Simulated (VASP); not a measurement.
Input of a VASP 6.6.1 run:

Contents of INCAR:

```
SYSTEM = Re
PREC = Accurate
ENCUT = 520
EDIFF = 1E-7
ISMEAR = 0
SIGMA = 0.1
LREAL = .False.
LASPH = .True.
NELM = 100
ALGO = Normal
ISIF = 2
LWAVE = .False.
LCHARG = .False.
GGA = PE
NBANDS = 14
```

KPOINTS

```
regular mesh
0
Gamma
  15 15 8
  0 0 0
```

The input POSCAR:

```
Re
1.0
    2.7748915462      0.0000000000      0.0000000000
   -1.3874457731      2.4031265718      0.0000000000
    0.0000000000      0.0000000000      4.4841312932
Re
2
Direct
    0.3333333333      0.6666666667      0.7500000000
    0.6666666667      0.3333333333      0.2500000000
```

Potentials or basis: VASP PAW PBE potentials, release 64 (Re).

Command:

```console
$ cat potpaw_PBE.64/Re/POTCAR > POTCAR
$ mpirun -np 1 vasp_std > vasp.out
```

Predict the band gap on the k mesh.

zero (bands 7 and 8 overlap by 3.13 eV).

Predict the pressure.

-0.5 GPa.

Stress tensor (GPa, compression positive):
```
-0.80  0.00  0.00
 0.00 -0.80  0.00
 0.00  0.00 -0.03
```

Caveat: spin-orbit coupling is left out, which moves the levels of the heavy elements.
